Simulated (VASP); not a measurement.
A run of VASP 6.6.1:

The input INCAR:

```
SYSTEM = Ti4Al12H
ALGO     = Normal         ! electronic algorithm
EDIFF    = 1E-6           ! SCF threshold, eV
ENCUT    = 520            ! plane-wave cutoff, eV
GGA      = PE             ! functional
ISIF     = 2              ! what is computed and relaxed
ISMEAR   = 0              ! smearing method
LASPH    = .TRUE.         ! aspherical terms in the spheres
LCHARG   = .FALSE.        ! write CHGCAR
LREAL    = Auto         
LWAVE    = .FALSE.        ! write WAVECAR
NBANDS   = 56             ! bands
NELM     = 80             ! most SCF steps
PREC     = Accurate       ! precision mode
SIGMA    = 0.1            ! smearing width, eV
```

File KPOINTS:

```
Automatic mesh
0
Gamma
  4 4 4
  0.5 0.5 0.5
```

File POSCAR:

```
Ti4Al12H
1.0
   -3.9797267063      3.9797267063      3.9797267063
    3.9797267063     -3.9797267063      3.9797267063
    3.9797267063      3.9797267063     -3.9797267063
Ti Al H
4 12 1
Direct
    0.4997703947      0.5005750525      0.0000697583
   -0.0002139085      0.0005906633      0.0000885028
   -0.0002805394      0.5005743936      0.5000727486
    0.4997709114      0.0006449535      0.5000726637
    0.2494248899      0.2502832758      0.5000780239
    0.7500590597      0.7509218968      0.5000783905
    0.7497719323      0.2505874557      0.0000742136
    0.2497731367      0.7505884892      0.0000727487
    0.2494863564      0.5006201621      0.2498129445
    0.7497509561      0.0005815394      0.2500553440
    0.7500926090      0.5006112283      0.7504146381
    0.2497559997      0.0005831391      0.7500631695
    0.4997559851      0.2502728331      0.2497398999
   -0.0002336764      0.7505970677      0.2500876872
   -0.0002308332      0.2506015795      0.7500935863
    0.4997516886      0.7508713705      0.7503288240
    0.4997068592      0.5007281785      0.5000968943
```

Potentials or basis: VASP PAW PBE potentials, release 64 (Ti_sv, Al, H).

Command:

```bash
$ cat potpaw_PBE.64/Ti_sv/POTCAR potpaw_PBE.64/Al/POTCAR potpaw_PBE.64/H/POTCAR > POTCAR
$ mpirun -np 1 vasp_std > vasp.out
```

Hardware: 1 thread of Oxide Virtual Turin-like Processor (shared host).

Question: How long does it take, and how much memory?

Answer: It took 23 min on 1 thread of Oxide Virtual Turin-like Processor (shared host), peak memory 0.52 GiB. Counts: scf iterations 17, k points 32.
